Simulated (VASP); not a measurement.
GaN: single point with PBE

Crystal: GaN.

```
CELL_PARAMETERS angstrom
-0.00750 2.24146 2.24146
2.24146 -0.00750 2.24146
2.24146 2.24146 -0.00750
ATOMIC_POSITIONS crystal
Ga 0.99975 0.99975 0.99975
N 0.25025 0.25025 0.25025
```

This cell differs from its parent crystal: strain along [111] -0.5%.

* Program: VASP 6.6.1
* Task: single point
* Functional: PBE
* Potentials or basis: VASP PAW PBE potentials, release 64 (Ga_d, N)
* Cutoff: 520 eV
* k mesh: 10 × 10 × 10
* Occupations: fermi-dirac, width 0.02 eV
* Spin: no spin polarisation
* Dipole correction: no
* Further INCAR settings: ALGO = Normal; EDIFF = 1e-07; NBANDS = 16

```yaml
Pressure: 7.2 GPa
Largest_force: 0.004 eV/Å
Band_gap_on_the_k_mesh: 1.77 eV, direct
```

Forces in eV/Å, atoms in the order of the input:
```
Ga  -0.002 -0.002 -0.002
N    0.002  0.002  0.002
```

Stress tensor (GPa, compression positive):
```
7.25 0.52 0.52
0.52 7.25 0.52
0.52 0.52 7.25
```

Levels at points of the mesh, in eV from the valence-band top:
```tsv
k point	band 7	band 8	band 9	band 10	band 11	band 12
(0.00, 0.00, 0.00)	-0.03	-0.03	0.00	1.77	10.31	10.31
(0.50, 0.00, 0.00)	-7.14	-1.01	-0.98	4.71	8.75	10.41
(0.50, 0.50, 0.00)	-6.19	-2.79	-2.74	3.33	6.71	11.76
(0.50, 0.50, 0.50)	-7.11	-1.03	-1.03	4.65	8.78	10.35
```

Wall time 14 s on 1 thread of Intel(R) Xeon(R) 6975P-C (Granite Rapids), on a shared host, peak memory 0.16 GiB.

Caveat: the cell differs from its parent crystal (strain along [111] -0.5%).
